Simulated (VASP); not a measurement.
# K16Cl15 (a cell with a defect) in VASP: single point with PBE

Aim: the single point of K16Cl15 (a cell with a defect) with PBE.

Everything below comes from runs of VASP 6.6.1. Logs are shortened: lines on timing, memory, paths and dates and some standing lists are left out, and cuts for length are marked.

## (1) The cell of the first run

The cell holds a defect, 31 atoms: a = 10.859 Å, b = 10.859 Å, c = 10.859 Å, α = 60.00°, β = 60.00°, γ = 60.00°.

## (2) Single point, PBE

File INCAR:

```
SYSTEM = K16Cl15
PREC = Accurate ; ENCUT = 520
EDIFF = 1E-6 ; ISMEAR = -1
SIGMA = 0.01 ; LREAL = Auto
LASPH = .TRUE. ; NELM = 100
ALGO = Normal ; ISIF = 2
LWAVE = .FALSE. ; LCHARG = .FALSE.
GGA = PE ; NBANDS = 146
NELECT = 248.0
```

File KPOINTS:

```
Automatic mesh
0
G
  2 2 2
  0 0 0
```

File POSCAR:

```
K16Cl15
1.0
    0.0000000000      7.6783920000      7.6783920000
    7.6783920000      0.0000000000      7.6783920000
    7.6783920000      7.6783920000      0.0000000000
K Cl
16 15
Direct
   -0.0050443349     -0.0050443349     -0.0050443349
    0.5151330047     -0.0050443349     -0.0050443349
   -0.0050443349      0.5151330047     -0.0050443349
   -0.0050443349     -0.0050443349      0.5151330047
    0.2550443349      0.2550443349      0.2550443349
    0.4994009275      0.4994009275      0.0017972175
    0.4994009275      0.0017972175      0.4994009275
    0.7348669953      0.2550443349      0.2550443349
    0.0017972175      0.4994009275      0.4994009275
    0.2550443349      0.7348669953      0.2550443349
    0.2550443349      0.2550443349      0.7348669953
    0.4994009275      0.4994009275      0.4994009275
    0.7505990725      0.7505990725      0.2482027825
    0.7505990725      0.2482027825      0.7505990725
    0.2482027825      0.7505990725      0.7505990725
    0.7505990725      0.7505990725      0.7505990725
    0.6250000000      0.1250000000      0.1250000000
    0.1250000000      0.6250000000      0.1250000000
    0.1250000000      0.1250000000      0.6250000000
    0.3750000000      0.3750000000      0.3750000000
    0.6250000000      0.6250000000      0.1250000000
    0.6250000000      0.1250000000      0.6250000000
    0.8927890124      0.3572109876      0.3572109876
    0.1250000000      0.6250000000      0.6250000000
    0.3572109876      0.8927890124      0.3572109876
    0.3572109876      0.3572109876      0.8927890124
    0.6250000000      0.6250000000      0.6250000000
    0.8927890124      0.8927890124      0.3572109876
    0.8927890124      0.3572109876      0.8927890124
    0.3572109876      0.8927890124      0.8927890124
    0.8750000000      0.8750000000      0.8750000000
```

Potentials or basis: VASP PAW PBE potentials, release 64 (K_sv, Cl).

On the command line:

```
cat potpaw_PBE.64/K_sv/POTCAR potpaw_PBE.64/Cl/POTCAR > POTCAR
mpirun -np 1 vasp_std > vasp.out
```

OUTCAR:

```text
SYSTEM = K16Cl15
   PREC = Accurate
   ENCUT = 520
   EDIFF = 1E-6
   ISMEAR = -1
   LREAL = Auto
   LASPH = .TRUE.
   NELM = 100
   ISIF = 2
   GGA = PE
   NELECT = 248.0

 ion  position               nearest neighbor table
   1  0.995  0.995  0.995-  31 3.19  29 3.23  30 3.23  28 3.23  14 3.75  15 3.75  13 3.75
   2  0.515  0.995  0.995-  31 3.19  26 3.23  30 3.23  25 3.23  16 3.75  14 3.75  13 3.75
   3  0.995  0.515  0.995-  31 3.19  26 3.23  29 3.23  23 3.23  16 3.75  15 3.75  13 3.75
   4  0.995  0.995  0.515-  31 3.19  25 3.23  28 3.23  23 3.23  16 3.75  15 3.75  14 3.75
   5  0.255  0.255  0.255-  20 3.19  23 3.23  25 3.23  26 3.23   7 3.75   9 3.75   6 3.75
   6  0.499  0.499  0.002-   5 3.75   8 3.75  10 3.75
   7  0.499  0.002  0.499-   5 3.75   8 3.75  11 3.75
   8  0.735  0.255  0.255-  20 3.19  23 3.23  28 3.23  29 3.23  12 3.75   7 3.75   6 3.75
   9  0.002  0.499  0.499-   5 3.75  10 3.75  11 3.75
  10  0.255  0.735  0.255-  20 3.19  25 3.23  28 3.23  30 3.23  12 3.75   9 3.75   6 3.75
  11  0.255  0.255  0.735-  20 3.19  26 3.23  29 3.23  30 3.23  12 3.75   9 3.75   7 3.75
  12  0.499  0.499  0.499-   8 3.75  10 3.75  11 3.75
  13  0.751  0.751  0.248-   1 3.75   2 3.75   3 3.75
  14  0.751  0.248  0.751-   1 3.75   2 3.75   4 3.75
  15  0.248  0.751  0.751-   1 3.75   3 3.75   4 3.75
  16  0.751  0.751  0.751-   2 3.75   3 3.75   4 3.75
  17  0.625  0.125  0.125-
  18  0.125  0.625  0.125-
  19  0.125  0.125  0.625-
  20  0.375  0.375  0.375-   5 3.19   8 3.19  10 3.19  11 3.19
  21  0.625  0.625  0.125-
  22  0.625  0.125  0.625-
  23  0.893  0.357  0.357-   3 3.23   4 3.23   5 3.23   8 3.23
  24  0.125  0.625  0.625-
  25  0.357  0.893  0.357-   2 3.23   4 3.23   5 3.23  10 3.23
  26  0.357  0.357  0.893-   2 3.23   3 3.23   5 3.23  11 3.23
  27  0.625  0.625  0.625-
  28  0.893  0.893  0.357-   1 3.23   4 3.23   8 3.23  10 3.23
  29  0.893  0.357  0.893-   1 3.23   3 3.23   8 3.23  11 3.23
  30  0.357  0.893  0.893-   1 3.23   2 3.23  10 3.23  11 3.23
  31  0.875  0.875  0.875-   1 3.19   2 3.19   3 3.19   4 3.19

  LATTYP: Found a face centered cubic cell.
 ALAT       =    15.3567840000

  Lattice vectors:

 A1 = (   0.0000000000,   7.6783920000,   7.6783920000)
 A2 = (   7.6783920000,   0.0000000000,   7.6783920000)
 A3 = (   7.6783920000,   7.6783920000,   0.0000000000)

Analysis of symmetry for initial positions (statically):
=====================================================================
 Subroutine PRICEL returns:
 Original cell was already a primitive cell.

 Routine SETGRP: Setting up the symmetry group for a
 face centered cubic supercell.

 Subroutine GETGRP returns: Found 48 space group operations
 (whereof  6 operations were pure point group operations)
 out of a pool of 48 trial point group operations.

The static configuration has the point symmetry C_3v.
[... 161 lines left out ...]
   PSTRESS=    0.0 pullay stress
   NELECT =     248.0000    total number of electrons
   NUPDOWN=      -1.0000    fix difference up-down
   EMIN   =  10.00;   EMAX   =-10.00  energy-range for DOS
   EFERMI =   0.00;   METHOD = LEGACY
   ISMEAR =    -1;   SIGMA  =   0.01  broadening in eV -4-tet -1-fermi 0-gaus
   EFERMI_NEDOS =   21; number of points for ismear=-14 and -15
   IALGO  =     38    algorithm
   IMIX   =      4    mixing-type and parameters
     AMIX     =   0.40;   BMIX     =  1.00
     AMIX_MAG =   1.60;   BMIX_MAG =  1.00
  volume/ion in A,a.u.               =      29.21       197.10
  Fermi-wavevector in a.u.,A,eV,Ry     =   1.063192  2.009142 15.379721  1.130378
  Thomas-Fermi vector in A             =   2.198669
   LORBIT       =      0    0 simple, 1 ext, 2 COOP (PROOUT), +10 PAW based schemes
   GGA     = PE    functional components
   LHFCALC =     F    Hartree Fock is set to
   AEXX    =    0.0000 exact exchange contribution
   IVDW    =     0    specifies the selected vdW correction
   LEPSILON=     F    determine dielectric tensor
   LRPA    =     F    only Hartree local field effects (RPA)
 non-spin polarized calculation
  energy-cutoff  :      520.00
  volume of cell :      905.40
 maximum number of plane-waves:     24404
 NGX is ok and might be reduce to    84
   NGX = 41   NGY = 41   NGZ = 41

 number of electron     248.0000021 magnetization

 Free energy of the ion-electron system (eV)
  ---------------------------------------------------
  ext. energy  EPLUGINS =         0.00000000
  ---------------------------------------------------
  free energy    TOTEN  =      -103.68351986 eV

  energy without entropy =     -103.68351986  energy(sigma->0) =     -103.68351986

 E-fermi :  -0.7537     XC(G=0):  -7.8638

 val. band max:       -1.0031435369   @ k =   0.0000   0.0000   0.0000
 cond. band min:       3.5145536559   @ k =   0.0000   0.0000   0.0000
 fundamental gap:      4.5176971928
 Fermi energy:        -0.7536685721

 k-point     1 :       0.0000    0.0000    0.0000
  band No.  band energies     occupation
      1     -29.1504      2.00000
      2     -29.1407      2.00000
      3     -29.1407      2.00000
      4     -29.1407      2.00000
      5     -29.1325      2.00000
      6     -29.1325      2.00000
[... 406 lines left out ...]
    135       6.1006      0.00000
    136       6.1676      0.00000
 [bands above 136 left out]

------------------------ aborting loop because EDIFF is reached ----------------------------------------

  FORCE on cell =-STRESS in cart. coord.  units (eV):
  Direction    XX          YY          ZZ          XY          YZ          ZX
  --------------------------------------------------------------------------------------
  -------------------------------------------------------------------------------------
  Total       -4.7522241     -4.7522241     -4.7522241     -0.0000000      0.0000000     -0.0000000
  in kB       -8.4094320     -8.4094320     -8.4094320     -0.0000000      0.0000000     -0.0000000
  external PRESSURE =      -8.4094320 kB  Pullay stress =       0.0000000 kB

 VOLUME and BASIS-vectors are now :
 -----------------------------------------------------------------------------
  energy-cutoff  :      520.00
  volume of cell :      905.40
      direct lattice vectors                 reciprocal lattice vectors
     0.000000000  7.678392000  7.678392000    -0.065117801  0.065117801  0.065117801
     7.678392000  0.000000000  7.678392000     0.065117801 -0.065117801  0.065117801
     7.678392000  7.678392000  0.000000000     0.065117801  0.065117801 -0.065117801

 POSITION                                       TOTAL-FORCE (eV/Angst)
 -----------------------------------------------------------------------------------
     15.27932     15.27932     15.27932        -0.001602     -0.001602     -0.001602
     15.27932     11.59505     11.59505        -0.001602      0.001602      0.001602
     11.59505     15.27932     11.59505         0.001602     -0.001602      0.001602
     11.59505     11.59505     15.27932         0.001602      0.001602     -0.001602
      3.91666      3.91666      3.91666         0.001602      0.001602      0.001602
      3.84840      3.84840      7.66919        -0.002543     -0.002543      0.002543
[... 23 lines left out ...]
     13.71037      9.59799      9.59799        -0.004896     -0.000000     -0.000000
     13.43719     13.43719     13.43719        -0.000000     -0.000000     -0.000000
 -----------------------------------------------------------------------------------
    total drift:                               -0.000000     -0.000000     -0.000000

  FREE ENERGIE OF THE ION-ELECTRON SYSTEM (eV)
  ---------------------------------------------------
  free  energy   TOTEN  =      -103.6835198648 eV

  energy  without entropy=     -103.6835198648  energy(sigma->0) =     -103.68351986
```

OSZICAR:

```text
N       E                     dE             d eps       ncg     rms          rms(c)
DAV:   1     0.213270002705E+04    0.21327E+04   -0.11369E+05   876   0.152E+03
DAV:   2     0.920593938553E+02   -0.20406E+04   -0.20019E+04  1098   0.409E+02
DAV:   3    -0.101088639725E+03   -0.19315E+03   -0.19277E+03  1080   0.110E+02
DAV:   4    -0.107858638471E+03   -0.67700E+01   -0.67508E+01  1264   0.231E+01
DAV:   5    -0.108465829122E+03   -0.60719E+00   -0.60697E+00  1464   0.427E+00    0.115E+01
DAV:   6    -0.104254896029E+03    0.42109E+01   -0.89647E+00  1016   0.518E+00    0.940E+00
DAV:   7    -0.103630290092E+03    0.62461E+00   -0.30858E+00  1168   0.316E+00    0.620E+00
DAV:   8    -0.103677795506E+03   -0.47505E-01   -0.57455E-01  1176   0.192E+00    0.123E+00
DAV:   9    -0.103669881347E+03    0.79142E-02   -0.15324E-01  1128   0.747E-01    0.483E-01
DAV:  10    -0.103679734297E+03   -0.98529E-02   -0.24435E-02  1096   0.367E-01    0.200E-01
DAV:  11    -0.103682855719E+03   -0.31214E-02   -0.44469E-03  1008   0.191E-01    0.139E-01
DAV:  12    -0.103683145142E+03   -0.28942E-03   -0.15724E-03  1184   0.820E-02    0.501E-02
DAV:  13    -0.103683442057E+03   -0.29691E-03   -0.34485E-04  1056   0.437E-02    0.251E-02
DAV:  14    -0.103683509711E+03   -0.67654E-04   -0.86189E-05  1136   0.219E-02    0.271E-02
DAV:  15    -0.103683518334E+03   -0.86233E-05   -0.53800E-05  1024   0.184E-02    0.859E-03
DAV:  16    -0.103683519912E+03   -0.15782E-05   -0.78908E-06   944   0.688E-03    0.701E-03
DAV:  17    -0.103683519865E+03    0.47454E-07   -0.14684E-06   720   0.295E-03
   1 F= -.10368352E+03 E0= -.10368352E+03  d E =-.308410E-11
```

stdout:

```text
POSCAR found type information on POSCAR K Cl
 POSCAR found :  2 types and      31 ions
 scaLAPACK will be used
 LDA part: xc-table for (Slater+PW92), standard interpolation
 POSCAR, INCAR and KPOINTS ok, starting setup
 FFT: planning ... GRIDC
 FFT: planning ... GRID_SOFT
 FFT: planning ... GRID
 WAVECAR not read
 entering main loop
 the old and the new charge density differ
 old charge density:   249.00000 new  248.00000
    0.115E+01
```

It took 16 min on 1 thread of Intel Xeon Platinum 8488C (Sapphire Rapids), shared host; peak memory 1.2 GiB.

What came out:

```yaml
Free_energy: -103.6835 eV
Largest_force: 0.005 eV/Å
```

Forces in eV/Å, atoms in the order of the input:
```
K   -0.002 -0.002 -0.002
K   -0.002  0.002  0.002
K    0.002 -0.002  0.002
K    0.002  0.002 -0.002
K    0.002  0.002  0.002
K   -0.003 -0.003  0.003
K   -0.003  0.003 -0.003
K    0.002 -0.002 -0.002
K    0.003 -0.003 -0.003
K   -0.002  0.002 -0.002
K   -0.002 -0.002  0.002
K    0.003  0.003  0.003
K    0.003  0.003 -0.003
K    0.003 -0.003  0.003
K   -0.003  0.003  0.003
K   -0.003 -0.003 -0.003
Cl   0.000  0.000  0.000
Cl   0.000  0.000  0.000
Cl   0.000  0.000  0.000
Cl   0.000  0.000  0.000
Cl   0.000  0.000  0.000
Cl   0.000  0.000  0.000
Cl   0.005  0.000  0.000
Cl   0.000  0.000  0.000
Cl   0.000  0.005  0.000
Cl   0.000  0.000  0.005
Cl   0.000  0.000  0.000
Cl   0.000  0.000 -0.005
Cl   0.000 -0.005  0.000
Cl  -0.005  0.000  0.000
Cl   0.000  0.000  0.000
```

Caveat: the cell carries a net charge on a neutralising background, which shifts energy and pressure; the cell is charged against a uniform background, so pressure and absolute levels hang on convention.
